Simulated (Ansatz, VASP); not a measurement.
## MgS: VASP beside Ansatz

Contents of INCAR:

```
SYSTEM = MgS
PREC = Accurate
ENCUT = 520
EDIFF = 1E-7
ISMEAR = 0
SIGMA = 0.01
LREAL = .False.
LASPH = .True.
NELM = 60
ALGO = Normal
ISIF = 2
LWAVE = .False.
LCHARG = .True.
GGA = CA
LELF = .True.
LVHAR = .True.
NBANDS = 11
```

The input KPOINTS:

```
regular mesh
0
Gamma
  8 8 8
  0 0 0
```

File POSCAR:

```
MgS
1.0
    0.0000000000      2.5770033640      2.5770033640
    2.5770033640      0.0000000000      2.5770033640
    2.5770033640      2.5770033640      0.0000000000
Mg S
1 1
Direct
    0.0000000000      0.0000000000      0.0000000000
    0.5000000000      0.5000000000      0.5000000000
```

Input for Ansatz:

```yaml
crystal:
  lattice:
    - [0.0, 2.57700336405, 2.57700336405]
    - [2.57700336405, 0.0, 2.57700336405]
    - [2.57700336405, 2.57700336405, 0.0]
  atoms:
    - { symbol: Mg, position: [0.0, 0.0, 0.0] }
    - { symbol: S, position: [0.5, 0.5, 0.5] }
kpoints:
  mp_grid: { grid: [8, 8, 8] }
scf:
  occupations: { method: fixed }
  convergence: { dr2_threshold: 1.0e-10 }
hamiltonian:
  xc: lda
  pseudopotentials: { kind: all_electron, lapw: { basis_error: 0.0005 } }
output:
  forces: true
  stress: true
  eigenstates:
    kpoints:
      - [0.0, 0.0, 0.0]
      - [0.0, -0.5, -0.5]
      - [-0.5, 0.0, -0.5]
      - [-0.5, -0.5, 0.0]
      - [-0.5, 0.0, 0.0]
      - [0.0, -0.5, 0.0]
      - [0.0, 0.0, -0.5]
      - [-0.5, -0.5, -0.5]
  eigenvalues: true
```

Alike in both runs: task single point; functional LDA; k mesh 8 × 8 × 8; no spin polarisation.

|  | VASP | Ansatz |
| --- | --- | --- |
| version | VASP 6.6.1 | Ansatz 0.2.0 |
| potentials or method | VASP PAW LDA potentials, release 64 (Mg, S), cutoff 520 eV | all-electron LAPW, scalar-relativistic |
| occupations | gaussian, width 0.01 eV | fixed |

```tsv
	VASP	Ansatz	Ansatz less VASP
gap on the k mesh at the Fermi level (eV)	2.62	2.62	+0.002
pressure (GPa)	-1.8	-1.1	+0.62
```

LDA's correlation is that of Perdew and Zunger in VASP and of Perdew and Wang (1992) in Ansatz. Ansatz ran all-electron here, and VASP with PAW potentials.
